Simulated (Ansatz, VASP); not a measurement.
BiAs: VASP beside Ansatz

File INCAR:

```
SYSTEM = BiAs
  PREC = Accurate
  ENCUT = 520
  EDIFF = 1E-6
  ISMEAR = -1
  SIGMA = 0.05
  LREAL = .FALSE.
  LASPH = .TRUE.
  NELM = 60
  ALGO = Normal
  ISIF = 2
  LWAVE = .FALSE.
  LCHARG = .FALSE.
  GGA = PE
  NBANDS = 17
```

The input KPOINTS:

```
Automatic mesh
0
G
  14 14 14
  0 0 0
```

Contents of POSCAR:

```
BiAs
1.0
    0.0000000000      3.3531471192      3.3531471192
    3.3531471192      0.0000000000      3.3531471192
    3.3531471192      3.3531471192      0.0000000000
As Bi
1 1
Direct
    0.0000000000      0.0000000000      0.0000000000
    0.2500000000      0.2500000000      0.2500000000
```

Input for Ansatz:

```yaml
crystal:
  lattice:
    - [0.0, 3.3531471192, 3.3531471192]
    - [3.3531471192, 0.0, 3.3531471192]
    - [3.3531471192, 3.3531471192, 0.0]
  atoms:
    - { symbol: As, position: [0.0, 0.0, 0.0] }
    - { symbol: Bi, position: [0.25, 0.25, 0.25] }
kpoints:
  mp_grid: { grid: [14, 14, 14] }
scf:
  occupations: { method: fermi_dirac, width: 0.05 }
hamiltonian:
  xc: pbe
  pseudopotentials: { kind: all_electron, lapw: { basis_error: 0.00025 } }
output:
  forces: true
  stress: true
  eigenvalues: true
```

Alike in both runs: task single point; functional PBE; k mesh 14 × 14 × 14; occupations fermi-dirac, width 0.05 eV; no spin polarisation.

```csv
,VASP,Ansatz
version,VASP 6.6.1,Ansatz 0.2.0
potentials or method,"VASP PAW PBE potentials, release 64 (As, Bi_d), cutoff 520 eV","all-electron LAPW, scalar-relativistic"
```

|  | VASP | Ansatz | Ansatz less VASP |
| --- | --- | --- | --- |
| pressure (GPa) | 0.0 | 0.0 | +0.01 |

Ansatz ran all-electron here, and VASP with PAW potentials.

Neither program's run includes spin-orbit coupling.
